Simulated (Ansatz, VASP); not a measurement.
**Rh: VASP beside Ansatz**

INCAR

```
SYSTEM = Rh
ALGO     = Fast           ! electronic algorithm
EDIFF    = 1E-6           ! SCF threshold, eV
ENCUT    = 520            ! plane-wave cutoff, eV
GGA      = PS             ! functional
ISIF     = 2              ! what is computed and relaxed
ISMEAR   = 0              ! smearing method
LASPH    = .TRUE.         ! aspherical terms in the spheres
LCHARG   = .TRUE.         ! write CHGCAR
LELF     = .TRUE.         ! ELF
LREAL    = .FALSE.        ! projectors in reciprocal space
LVHAR    = .TRUE.       
LWAVE    = .FALSE.        ! write WAVECAR
NBANDS   = 14             ! bands
NELM     = 100            ! most SCF steps
PREC     = Accurate       ! precision mode
SIGMA    = 0.15           ! smearing width, eV
```

The input KPOINTS:

```
k-points
0
G
  24 24 24
  0 0 0
```

The input POSCAR:

```
Rh
1.0
    0.0000000000      2.1951791235      1.4268664303
    2.1951791235      0.0000000000      1.4268664303
    2.1951791235      2.1951791235      0.0000000000
Rh
1
Direct
    0.0000000000      0.0000000000      0.0000000000
```

Input for Ansatz:

```yaml
crystal:
  lattice:
    - [0.0, 2.1951791235, 1.4268664303]
    - [2.1951791235, 0.0, 1.4268664303]
    - [2.1951791235, 2.1951791235, 0.0]
  atoms:
    - { symbol: Rh, position: [0.0, 0.0, 0.0] }
basis:
  ecutwfc: 420
kpoints:
  mp_grid: { grid: [24, 24, 24] }
hamiltonian:
  xc: pbesol
scf:
  occupations: { method: gaussian, width: 0.15 }
output:
  forces: true
  stress: true
  eigenvalues: true
```

Alike in both runs: task single point; functional PBEsol; k mesh 24 × 24 × 24; occupations gaussian, width 0.15 eV; no spin polarisation.

|  | VASP | Ansatz |
| --- | --- | --- |
| version | VASP 6.6.1 | Ansatz 0.2.0 |
| potentials or method | VASP PAW PBE potentials, release 64 (Rh_pv), cutoff 520 eV | scalar-relativistic, plane waves, PAW |
| valence electrons in the cell | 15 | 17 |

VASP gave:

* gap on the k mesh at the Fermi level (eV): none
* pressure (GPa): 1.6
* traceless stress, the component that is largest in VASP (GPa): -12.88

Q: Which values does Ansatz return?

A: gap on the k mesh at the Fermi level (eV): none; pressure (GPa): 1.8; traceless stress, the component that is largest in VASP (GPa): -13.01.

VASP's potentials were made for PBE, not for PBEsol. A gap of «none» marks a metal or a gap that the smearing closes. VASP's potentials hold 15 valence electrons a cell and Ansatz's 17, so a difference there can come from the potentials and not from the codes.
